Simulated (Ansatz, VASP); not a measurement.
# Cr3SbMo in VASP and in Ansatz

```
CELL_PARAMETERS angstrom
4.69979 0.00000 0.00000
0.00000 4.69979 0.00000
0.00000 0.00000 4.69979
ATOMIC_POSITIONS crystal
Cr 0.00000 0.50000 0.50000
Cr 0.50000 0.00000 0.50000
Cr 0.50000 0.50000 0.00000
Sb 0.00000 0.00000 0.00000
Mo 0.50000 0.50000 0.50000
```

Alike in both runs: functional PBE; k mesh 4 × 4 × 4; occupations gaussian, width 0.1 eV; collinear spin.

Ansatz relaxed the structure, and its values are those at the end. VASP's run is a single point on that final structure, the one shown.

```csv
,VASP,Ansatz
version,VASP 6.6.1,Ansatz 0.2.0
potentials or method,"VASP PAW PBE potentials, release 64 (Cr_pv, Sb, Mo_sv), cutoff 520 eV","scalar-relativistic, plane waves, PAW"
valence electrons in the cell,55,71
```

Ansatz gave:

| Quantity | Value |
| --- | --- |
| gap on the k mesh at the Fermi level (eV) | none |
| pressure (GPa) | 0.0 |
| net moment per atom (μB) | 1.67 |
| size of the moment on the site where the two differ most (μB) | 0.92 |

Task: What did VASP give for the same quantities?

Result: gap on the k mesh at the Fermi level (eV): none; pressure (GPa): 0.3; net moment per atom (μB): 1.67; size of the moment on the site where the two differ most (μB): 1.27.

Site moments also hang on the region over which each program counts them. A gap of «none» marks a metal or a gap that the smearing closes. VASP's potentials hold 55 valence electrons a cell and Ansatz's 71, so a difference there can come from the potentials and not from the codes.

Neither program's run includes spin-orbit coupling.
